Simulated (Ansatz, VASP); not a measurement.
**One calculation of NaAl6Se8, two programs**

```xyz
15
Lattice="4.7710 2.7545 3.8931 -4.7710 2.7545 3.8931 0.0000 -5.5091 3.8931" Properties=species:S:1:pos:R:3 pbc="T T T"
Al   -0.6861    1.4015    4.7009
Al   -0.8707   -1.2949    4.7009
Al    1.5568   -0.1066    4.7009
Al    0.6861   -1.4015    6.9784
Al    0.8707    1.2949    6.9784
Al   -1.5568    0.1066    6.9784
Na    0.0000    0.0000    0.0000
Se    1.8149    2.4626    4.8667
Se   -3.0401    0.3405    4.8667
Se    1.2252   -2.8030    4.8667
Se   -1.8149   -2.4626    6.8125
Se    3.0401   -0.3405    6.8125
Se   -1.2252    2.8030    6.8125
Se    0.0000    0.0000    2.6722
Se    0.0000    0.0000    9.0070
```

Alike in both runs: task single point; functional revPBE; k mesh 5 × 5 × 5; occupations gaussian, width 0.0364 eV; no spin polarisation.

```csv
,VASP,Ansatz
version,VASP 6.6.1,Ansatz 0.2.0
potentials or method,"VASP PAW PBE potentials, release 64 (Al, Na_pv, Se), cutoff 520 eV",PAW plane waves
valence electrons in the cell,73,155
```

Ansatz gave:

* pressure (GPa): 4.0
* traceless stress, the component that is largest in VASP (GPa): -0.24
* rms of the force components (eV/Å): 0.885

Problem. What did VASP give for the same quantities?

Solution. Pressure (GPa): 4.0; traceless stress, the component that is largest in VASP (GPa): -0.25; rms of the force components (eV/Å): 0.881.

VASP's potentials were made for PBE, not for revPBE. Atom by atom the forces differ by 0.006 eV/Å (rms over components). VASP's potentials hold 73 valence electrons a cell and Ansatz's 155, so a difference there can come from the potentials and not from the codes. Ansatz's warnings: structure snapped to symmetry.
